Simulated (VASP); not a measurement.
# MgZn2TeS2 (P4/mmm) in VASP: notebook

Runs on MgZn2TeS2. Level: PBE. Tasks: single point, relaxation of cell and atoms.

Everything below comes from runs of VASP 6.6.1. Logs are shortened: lines on timing, memory, paths and dates and some standing lists are left out, and cuts for length are marked.

## 1. The cell of the first run

It takes space group P4/mmm (No. 123, tetragonal). The conventional cell has a = 4.025 Å, b = 4.025 Å, c = 7.877 Å, α = 90.00°, β = 90.00°, γ = 90.00°. Mg (site symmetry 4/mmm) has 4 Zn at 2.01 Å within 2.7 Å. Within 2.7 Å of Zn (site symmetry mmm) lie 2 Mg at 2.01 Å and 4 S at 2.66 Å. Within 4.7 Å of Te (site symmetry 4/mmm) lie 8 S at 3.59 Å and 2 Mg at 3.94 Å and 4 Te at 4.03 Å and 8 Zn at 4.42 Å. Within 3.6 Å of S (site symmetry 4mm) lie 4 Zn at 2.66 Å and 4 Mg at 3.34 Å and 1 S at 3.49 Å and 4 Te at 3.59 Å.

The cell was generated, and may not be a known phase.

## 2. Single point, PBE

Contents of INCAR:

```
SYSTEM = MgZn2TeS2
PREC = Accurate ; ENCUT = 520
EDIFF = 1E-6 ; ISMEAR = 0
SIGMA = 0.1 ; LREAL = .FALSE.
LASPH = .TRUE. ; NELM = 100
ALGO = Normal ; ISIF = 2
LWAVE = .FALSE. ; LCHARG = .TRUE.
GGA = PE ; LELF = .TRUE.
LVHAR = .TRUE. ; NBANDS = 31
```

Contents of KPOINTS:

```
Automatic mesh
0
G
  4 4 2
  0 0 0
```

Contents of POSCAR:

```
MgZn2TeS2
1.0
    4.0254184100      0.0000000000      0.0000000000
    0.0000000000      4.0254184100      0.0000000000
    0.0000000000      0.0000000000      7.8773665000
Mg Zn Te S
1 2 1 2
Direct
    0.0000000000      0.0000000000      0.5000000000
    0.0000000000      0.5000000000      0.5000000000
    0.5000000000      0.0000000000      0.5000000000
    0.0000000000      0.0000000000      0.0000000000
    0.5000000000      0.5000000000      0.7212759900
    0.5000000000      0.5000000000      0.2787240100
```

Potentials or basis: VASP PAW PBE potentials, release 64 (Mg, Zn, Te, S).

The run is started by

```bash
> cat potpaw_PBE.64/Mg/POTCAR potpaw_PBE.64/Zn/POTCAR potpaw_PBE.64/Te/POTCAR potpaw_PBE.64/S/POTCAR > POTCAR
> mpirun -np 1 vasp_std > vasp.out
```

OUTCAR:

```text
SYSTEM = MgZn2TeS2
   PREC = Accurate
   ENCUT = 520
   EDIFF = 1E-6
   ISMEAR = 0
   LREAL = .FALSE.
   LASPH = .TRUE.
   NELM = 100
   ISIF = 2
   GGA = PE

 ion  position               nearest neighbor table
   1  0.000  0.000  0.500-   2 2.01   3 2.01   2 2.01   3 2.01
   2  0.000  0.500  0.500-   1 2.01   1 2.01   6 2.66   5 2.66   5 2.66   6 2.66   3 2.85   3 2.85
                             3 2.85   3 2.85
   3  0.500  0.000  0.500-   1 2.01   1 2.01   6 2.66   5 2.66   6 2.66   5 2.66   2 2.85   2 2.85
                             2 2.85   2 2.85
   4  0.000  0.000  0.000-
   5  0.500  0.500  0.721-   2 2.66   3 2.66   3 2.66   2 2.66
   6  0.500  0.500  0.279-   2 2.66   3 2.66   3 2.66   2 2.66

  LATTYP: Found a simple tetragonal cell.
 ALAT       =     4.0254184100
 C/A-ratio  =     1.9569062636

  Lattice vectors:

 A1 = (   4.0254184100,   0.0000000000,   0.0000000000)
 A2 = (   0.0000000000,   4.0254184100,   0.0000000000)
 A3 = (   0.0000000000,   0.0000000000,   7.8773665000)

Analysis of symmetry for initial positions (statically):
=====================================================================
 Subroutine PRICEL returns:
 Original cell was already a primitive cell.

 Routine SETGRP: Setting up the symmetry group for a
 simple tetragonal supercell.

 Subroutine GETGRP returns: Found 16 space group operations
 (whereof 16 operations were pure point group operations)
 out of a pool of 16 trial point group operations.

The static configuration has the point symmetry D_4h.

Analysis of symmetry for dynamics (positions and initial velocities):
=====================================================================
 Subroutine PRICEL returns:
 Original cell was already a primitive cell.

 Routine SETGRP: Setting up the symmetry group for a
 simple tetragonal supercell.

 Subroutine GETGRP returns: Found 16 space group operations
 (whereof 16 operations were pure point group operations)
 out of a pool of 16 trial point group operations.

The dynamic configuration has the point symmetry D_4h.

 Subroutine INISYM returns: Found 16 space group operations
 (whereof 16 operations are pure point group operations),
 and found     1 'primitive' translations

[... 89 lines left out ...]
   EDIFF  = 0.1E-05   stopping-criterion for ELM
   LREAL  =      F    real-space projection
   EDIFFG = 0.1E-04   stopping-criterion for IOM
   NSW    =      0    number of steps for IOM
   IBRION =     -1    ionic relax: 0-MD 1-quasi-New 2-CG
   NFREE  =      0    steps in history (QN), initial steepest desc. (CG)
   ISIF   =      2    stress and relaxation
   ISYM   =      2    0-nonsym 1-usesym 2-fastsym
   POTIM  = 0.5000    time-step for ionic-motion
   TEBEG  =    0.0;   TEEND  =   0.0 temperature during run
   PSTRESS=    0.0 pullay stress
   NELECT =      44.0000    total number of electrons
   NUPDOWN=      -1.0000    fix difference up-down
   EMIN   =  10.00;   EMAX   =-10.00  energy-range for DOS
   EFERMI =   0.00;   METHOD = LEGACY
   ISMEAR =     0;   SIGMA  =   0.10  broadening in eV -4-tet -1-fermi 0-gaus
   EFERMI_NEDOS =   21; number of points for ismear=-14 and -15
   IALGO  =     38    algorithm
   IMIX   =      4    mixing-type and parameters
     AMIX     =   0.40;   BMIX     =  1.00
     AMIX_MAG =   1.60;   BMIX_MAG =  1.00
  volume/ion in A,a.u.               =      21.27       143.56
  Fermi-wavevector in a.u.,A,eV,Ry     =   1.147866  2.169153 17.927000  1.317597
  Thomas-Fermi vector in A             =   2.284544
   LORBIT       =      0    0 simple, 1 ext, 2 COOP (PROOUT), +10 PAW based schemes
   GGA     = PE    functional components
   LHFCALC =     F    Hartree Fock is set to
   AEXX    =    0.0000 exact exchange contribution
   IVDW    =     0    specifies the selected vdW correction
   LEPSILON=     F    determine dielectric tensor
   LRPA    =     F    only Hartree local field effects (RPA)
 non-spin polarized calculation
 Gauss-broadening in eV      SIGMA  =   0.10
  energy-cutoff  :      520.00
  volume of cell :      127.64
 maximum number of plane-waves:      3470
 NGX is ok and might be reduce to    30
   NGX = 15   NGY = 15   NGZ = 29

 number of electron      44.0000049 magnetization

 Free energy of the ion-electron system (eV)
  ---------------------------------------------------
  ext. energy  EPLUGINS =         0.00000000
  ---------------------------------------------------
  free energy    TOTEN  =        -7.17499248 eV

  energy without entropy =       -7.15602679  energy(sigma->0) =       -7.16550964

 E-fermi :   3.7523     XC(G=0):  -9.6529

 val. band max:        3.7432154804   @ k =   0.5000   0.0000   0.0000
 cond. band min:       3.8294910966   @ k =   0.0000   0.0000   0.0000
 fundamental gap:      0.0862756162
 Fermi energy:         3.7522631010

 k-point     1 :       0.0000    0.0000    0.0000
  band No.  band energies     occupation
      1      -9.7683      2.00000
      2      -8.7381      2.00000
      3      -6.5568      2.00000
      4      -5.9159      2.00000
      5      -5.4977      2.00000
      6      -5.0497      2.00000
[... 397 lines left out ...]
     30      10.7777      0.00000
     31      11.8452      0.00000

------------------------ aborting loop because EDIFF is reached ----------------------------------------

  FORCE on cell =-STRESS in cart. coord.  units (eV):
  Direction    XX          YY          ZZ          XY          YZ          ZX
  --------------------------------------------------------------------------------------
  -------------------------------------------------------------------------------------
  Total       19.5418421     19.5418421     -2.4795730      0.0000000      0.0000000      0.0000000
  in kB      245.2861201    245.2861201    -31.1232088      0.0000000      0.0000000      0.0000000
  external PRESSURE =     153.1496771 kB  Pullay stress =       0.0000000 kB

 VOLUME and BASIS-vectors are now :
 -----------------------------------------------------------------------------
  energy-cutoff  :      520.00
  volume of cell :      127.64
      direct lattice vectors                 reciprocal lattice vectors
     4.025418410  0.000000000  0.000000000     0.248421381  0.000000000  0.000000000
     0.000000000  4.025418410  0.000000000     0.000000000  0.248421381  0.000000000
     0.000000000  0.000000000  7.877366500     0.000000000  0.000000000  0.126945979

 POSITION                                       TOTAL-FORCE (eV/Angst)
 -----------------------------------------------------------------------------------
      0.00000      0.00000      3.93868         0.000000      0.000000      0.000000
      0.00000      2.01271      3.93868         0.000000      0.000000      0.000000
      2.01271      0.00000      3.93868         0.000000      0.000000      0.000000
      0.00000      0.00000      0.00000         0.000000      0.000000      0.000000
      2.01271      2.01271      5.68176         0.000000     -0.000000     -0.204895
      2.01271      2.01271      2.19561        -0.000000      0.000000      0.204895
 -----------------------------------------------------------------------------------
    total drift:                                0.000000     -0.000000      0.000000

  FREE ENERGIE OF THE ION-ELECTRON SYSTEM (eV)
  ---------------------------------------------------
  free  energy   TOTEN  =        -7.1749924795 eV

  energy  without entropy=       -7.1560267945  energy(sigma->0) =       -7.16550964
```

OSZICAR:

```text
N       E                     dE             d eps       ncg     rms          rms(c)
DAV:   1     0.300929264041E+03    0.30093E+03   -0.19104E+04   744   0.150E+03
DAV:   2     0.235174437479E+02   -0.27741E+03   -0.26637E+03   752   0.343E+02
DAV:   3    -0.683720735998E+01   -0.30355E+02   -0.29398E+02   914   0.108E+02
DAV:   4    -0.789017139128E+01   -0.10530E+01   -0.10453E+01   842   0.196E+01
DAV:   5    -0.790745530777E+01   -0.17284E-01   -0.17280E-01   908   0.247E+00    0.105E+01
DAV:   6    -0.723229421138E+01    0.67516E+00   -0.22454E+00   945   0.300E+01    0.754E+00
DAV:   7    -0.720442343060E+01    0.27871E-01   -0.56727E-01   937   0.835E+00    0.315E+00
DAV:   8    -0.717924345236E+01    0.25180E-01   -0.16507E-01   931   0.293E+00    0.996E-01
DAV:   9    -0.717482953383E+01    0.44139E-02   -0.25593E-02   842   0.910E-01    0.219E-01
DAV:  10    -0.717492239762E+01   -0.92864E-04   -0.20219E-03   879   0.362E-01    0.185E-01
DAV:  11    -0.717499476091E+01   -0.72363E-04   -0.36780E-04   821   0.978E-02    0.606E-02
DAV:  12    -0.717499035568E+01    0.44052E-05   -0.49987E-05   850   0.469E-02    0.265E-02
DAV:  13    -0.717499231291E+01   -0.19572E-05   -0.12371E-05   828   0.169E-02    0.742E-03
DAV:  14    -0.717499247946E+01   -0.16655E-06   -0.68280E-07   498   0.591E-03
   1 F= -.71749925E+01 E0= -.71655096E+01  d E =-.189657E-01
```

Wall time 21 s (1 thread of AMD EPYC 9R45 (Zen 5), shared host); peak memory 0.21 GiB.

Results:

```
Free energy            : -7.1750 eV
Pressure               : 15.3 GPa
Largest force          : 0.205 eV/Å
Band gap on the k mesh : zero (bands 22 and 23 overlap by 1.83 eV)
```

Forces on the atoms (eV/Å):
```
Mg   0.000  0.000  0.000
Zn   0.000  0.000  0.000
Zn   0.000  0.000  0.000
Te   0.000  0.000  0.000
S    0.000  0.000 -0.205
S    0.000  0.000  0.205
```

Stress tensor (GPa, compression positive):
```
24.53  0.00  0.00
 0.00 24.53  0.00
 0.00  0.00 -3.11
```

Caveat: the k points lie up to 0.40 Å⁻¹ apart, too coarse for converged energies and pressures of a metal; spin-orbit coupling is left out, which moves the levels of the heavy elements.

## 3. Single point, PBE

This run uses another cell than the first one, of 26.04 Å³/atom.

Contents of INCAR:

```
  ALGO = Normal
  EDIFF = 1E-7
  ENCUT = 520
  GGA = PE
  ISIF = 2
  ISMEAR = 0
  LASPH = True
  LCHARG = True
  LELF = True
  LREAL = False
  LVHAR = True
  LWAVE = False
  NBANDS = 31
  NELM = 60
  PREC = Accurate
  SIGMA = 0.1
```

Contents of KPOINTS:

```
k-points
0
Gamma
  4 4 2
```

Contents of POSCAR:

```
MgZn2TeS2
1.0
    5.4528356344      0.0000000000      0.0000000000
    0.0000000000      5.4528356344      0.0000000000
    0.0000000000      0.0000000000      5.2550906471
Mg Zn Te S
1 2 1 2
Direct
    0.0000000000      0.0000000000      0.5000000000
    0.0000000000      0.5000000000      0.5000000000
    0.5000000000      0.0000000000      0.5000000000
    0.0000000000      0.0000000000      0.0000000000
    0.5000000000      0.5000000000      0.8130619859
    0.5000000000      0.5000000000      0.1869380141
```

Potentials or basis: VASP PAW PBE potentials, release 64 (Mg, Zn, Te, S).

The run is started by

```bash
> cat potpaw_PBE.64/Mg/POTCAR potpaw_PBE.64/Zn/POTCAR potpaw_PBE.64/Te/POTCAR potpaw_PBE.64/S/POTCAR > POTCAR
> mpirun -np 1 vasp_std > vasp.out
```

It took 30 s on 1 thread of AMD EPYC 9R45 (Zen 5), shared host; peak memory 0.25 GiB.

It converged, with:

```yaml
Free_energy: -13.6483 eV
Pressure: -0.2 GPa
Largest_force: 0.203 eV/Å
Band_gap_on_the_k_mesh: zero (bands 22 and 23 overlap by 1.65 eV)
```

Forces in eV/Å, atoms in the order of the input:
```
Mg   0.000  0.000  0.000
Zn   0.000  0.000  0.000
Zn   0.000  0.000  0.000
Te   0.000  0.000  0.000
S    0.000  0.000  0.203
S    0.000  0.000 -0.203
```

Stress tensor (GPa, compression positive):
```
-0.01  0.00  0.00
 0.00 -0.01  0.00
 0.00  0.00 -0.47
```

Levels at points of the mesh, in eV from the Fermi level:
| k point | band 20 | band 21 | band 22 | band 23 | band 24 | band 25 |
| --- | --- | --- | --- | --- | --- | --- |
| (0.00, 0.00, 0.00) | -0.95 | -0.95 | 0.01 | 0.01 | 2.17 | 2.17 |
| (0.50, 0.00, 0.00) | -1.53 | -0.09 | 0.05 | 0.45 | 1.65 | 2.80 |
| (0.50, 0.50, 0.00) | -1.10 | -0.55 | -0.55 | 0.19 | 0.19 | 3.44 |
| (0.00, 0.00, 0.50) | -1.15 | -0.50 | -0.45 | -0.45 | 1.67 | 1.67 |
| (0.50, 0.00, 0.50) | -1.50 | -1.21 | -0.90 | 0.91 | 1.42 | 2.32 |
| (0.50, 0.50, 0.50) | -0.53 | -0.53 | 1.19 | 1.19 | 1.38 | 2.32 |

Caveat: the k points lie up to 0.60 Å⁻¹ apart, too coarse for converged energies and pressures of a metal; spin-orbit coupling is left out, which moves the levels of the heavy elements.

## 4. Single point, PBE

This run uses another cell than the first one, of 25.89 Å³/atom.

Contents of INCAR:

```
ALGO = Normal ; EDIFF = 1E-6
ENCUT = 520 ; GGA = PE
ISIF = 2 ; ISMEAR = 0
LASPH = T ; LCHARG = F
LREAL = F ; LWAVE = F
NBANDS = 31 ; NELM = 100
PREC = Accurate ; SIGMA = 0.1
```

Contents of KPOINTS:

```
k-points
0
Gamma
  4 4 4
```

Contents of POSCAR:

```
MgZn2TeS2
1.0
    5.4917039367      0.0000000000      0.0000000000
    0.0000000000      5.4917039367      0.0000000000
    0.0000000000      0.0000000000      5.1510381244
Mg Zn Te S
1 2 1 2
Direct
    0.0000000000      0.0000000000      0.5000000000
    0.0000000000      0.5000000000      0.5000000000
    0.5000000000      0.0000000000      0.5000000000
    0.0000000000      0.0000000000      0.0000000000
    0.5000000000      0.5000000000      0.8079593484
    0.5000000000      0.5000000000      0.1920406516
```

Potentials or basis: VASP PAW PBE potentials, release 64 (Mg, Zn, Te, S).

The run is started by

```bash
> cat potpaw_PBE.64/Mg/POTCAR potpaw_PBE.64/Zn/POTCAR potpaw_PBE.64/Te/POTCAR potpaw_PBE.64/S/POTCAR > POTCAR
> mpirun -np 1 vasp_std > vasp.out
```

OUTCAR:

```text
EDIFF = 1E-6
   ENCUT = 520
   GGA = PE
   ISIF = 2
   ISMEAR = 0
   LASPH = T
   LREAL = F
   NELM = 100
   PREC = Accurate

 ion  position               nearest neighbor table
   1  0.000  0.000  0.500-   4 2.58   4 2.58   2 2.75   3 2.75   2 2.75   3 2.75
   2  0.000  0.500  0.500-   1 2.75   1 2.75
   3  0.500  0.000  0.500-   1 2.75   1 2.75
   4  0.000  0.000  0.000-   1 2.58   1 2.58
   5  0.500  0.500  0.808-   6 1.98
   6  0.500  0.500  0.192-   5 1.98

[... 810 lines left out ...]
  -------------------------------------------------------------------------------------
  Total        0.0094407      0.0094407     -0.2936765      0.0000000      0.0000000      0.0000000
  in kB        0.0973658      0.0973658     -3.0288010      0.0000000      0.0000000      0.0000000
  external PRESSURE =      -0.9446898 kB  Pullay stress =       0.0000000 kB

 VOLUME and BASIS-vectors are now :
 -----------------------------------------------------------------------------
  energy-cutoff  :      520.00
  volume of cell :      155.35
      direct lattice vectors                 reciprocal lattice vectors
     5.491703937  0.000000000  0.000000000     0.182092846  0.000000000  0.000000000
     0.000000000  5.491703937  0.000000000     0.000000000  0.182092846  0.000000000
     0.000000000  0.000000000  5.151038124     0.000000000  0.000000000  0.194135624

 POSITION                                       TOTAL-FORCE (eV/Angst)
 -----------------------------------------------------------------------------------
      0.00000      0.00000      2.57552         0.000000     -0.000000     -0.000000
      0.00000      2.74585      2.57552         0.000000     -0.000000     -0.000000
      2.74585      0.00000      2.57552         0.000000     -0.000000     -0.000000
      0.00000      0.00000      0.00000         0.000000     -0.000000     -0.000000
      2.74585      2.74585      4.16183        -0.000000      0.000000      0.170262
      2.74585      2.74585      0.98921         0.000000      0.000000     -0.170262
 -----------------------------------------------------------------------------------
    total drift:                                0.000000      0.000000     -0.000000

  FREE ENERGIE OF THE ION-ELECTRON SYSTEM (eV)
  ---------------------------------------------------
  free  energy   TOTEN  =       -13.6209543234 eV

  energy  without entropy=      -13.5983942083  energy(sigma->0) =      -13.60967427
```

Wall time 40 s (1 thread of AMD EPYC 9R45 (Zen 5), shared host); peak memory 0.27 GiB.

What came out:

```
Free energy            : -13.6210 eV
Pressure               : -0.1 GPa
Largest force          : 0.170 eV/Å
Band gap on the k mesh : zero (bands 22 and 23 overlap by 1.82 eV)
```

Forces on the atoms (eV/Å):
```
Mg   0.000  0.000  0.000
Zn   0.000  0.000  0.000
Zn   0.000  0.000  0.000
Te   0.000  0.000  0.000
S    0.000  0.000  0.170
S    0.000  0.000 -0.170
```

Stress tensor (GPa, compression positive):
```
 0.01  0.00  0.00
 0.00  0.01  0.00
 0.00  0.00 -0.30
```

Levels at points of the mesh, in eV from the Fermi level:
```
           k point  band 19  band 20  band 21  band 22  band 23  band 24  band 25  band 26
(0.00, 0.00, 0.00)    -1.55    -1.13    -1.13    -0.04    -0.04     2.24     2.24     3.47
(0.50, 0.00, 0.00)    -1.71    -1.67    -0.17    -0.01     0.47     1.53     2.83     3.36
(0.50, 0.50, 0.00)    -1.42    -1.10    -0.58    -0.58     0.20     0.20     3.32     4.64
(0.00, 0.00, 0.50)    -1.74    -1.25    -0.58    -0.58    -0.57     1.51     1.51     2.69
(0.50, 0.00, 0.50)    -1.82    -1.61    -1.39    -1.01     0.75     1.37     2.15     3.34
(0.50, 0.50, 0.50)    -3.48    -0.66    -0.66     1.08     1.08     1.36     2.34     4.55
```

Caveat: spin-orbit coupling is left out, which moves the levels of the heavy elements.

[end of part 1 of 2]

The gap in the log of VASP goes by the Fermi energy; the results here count the filled bands.